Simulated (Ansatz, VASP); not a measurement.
# Two plane-wave programs on Si2W

```
W Si
1.0
     4.61685    0.00000    0.00000
    -2.30843    3.99831    0.00000
     0.00000    0.00000    6.65322
W Si
3 6
Direct
  0.50000 0.00000 0.50000
  0.50000 0.50000 0.83333
  0.00000 0.50000 0.16667
  0.32725 0.16363 0.16667
  0.83637 0.16363 0.83333
  0.16363 0.32725 0.50000
  0.67275 0.83637 0.16667
  0.16363 0.83637 0.83333
  0.83637 0.67275 0.50000
```

Alike in both runs: task single point; functional PBE; k mesh 7 × 7 × 4; occupations gaussian, width 0.014 eV; no spin polarisation.

|  | VASP | Ansatz |
| --- | --- | --- |
| version | VASP 6.6.1 | Ansatz 0.2.0 |
| potentials or method | VASP PAW PBE potentials, release 64 (W_sv, Si) | Ansatz PAW |
| plane-wave cutoff (eV) | 520 | 420 |
| valence electrons in the cell | 66 | 66 |

|  | VASP | Ansatz | Ansatz less VASP |
| --- | --- | --- | --- |
| gap on the k mesh at the Fermi level (eV) | 0.22 | 0.23 | +0.001 |
| least direct gap on the mesh (eV) | 0.68 | 0.68 | 0.000 |
| pressure (GPa) | -0.4 | -0.5 | -0.08 |
| traceless stress, the component that is largest in VASP (GPa) | -0.15 | -0.15 | +0.002 |

Spin-orbit coupling is off throughout. Noted on Ansatz's run: odd divisions of the mesh miss points on the zone boundary, where band edges often lie, so the gap on the mesh can be too wide.
